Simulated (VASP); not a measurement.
RbBr: single point with PBE

Crystal: RbBr.

```
Rb Br
1.0
     0.00000    3.46083    3.46083
     3.46083    0.00000    3.46083
     3.46083    3.46083    0.00000
Rb Br
1 1
Direct
  0.00000 0.00000 0.00000
  0.50000 0.50000 0.50000
```

```
Program             : VASP 6.6.1
Task                : single point
Functional          : PBE
Potentials or basis : VASP PAW PBE potentials, release 64 (Rb_sv, Br)
Cutoff              : 520 eV
k mesh              : 6 × 6 × 6
Occupations         : gaussian, width 0.01 eV
Spin                : no spin polarisation
```

* Pressure: 0.6 GPa
* Band gap on the k mesh: 4.29 eV

Levels at points of the mesh, in eV from the valence-band top:
| k point | band 5 | band 6 | band 7 | band 8 | band 9 | band 10 | band 11 | band 12 |
| --- | --- | --- | --- | --- | --- | --- | --- | --- |
| (0.00, 0.00, 0.00) | -8.55 | 0.00 | 0.00 | 0.00 | 4.29 | 7.27 | 7.27 | 7.27 |
| (0.50, 0.00, 0.00) | -8.51 | -0.94 | -0.33 | -0.33 | 6.74 | 7.61 | 9.40 | 9.40 |
| (0.50, 0.50, 0.00) | -8.62 | -0.47 | -0.16 | -0.16 | 5.64 | 7.02 | 9.05 | 9.15 |

Wall time 29 s on 1 thread of Intel Xeon 8259CL, on a shared host, peak memory 0.21 GiB.
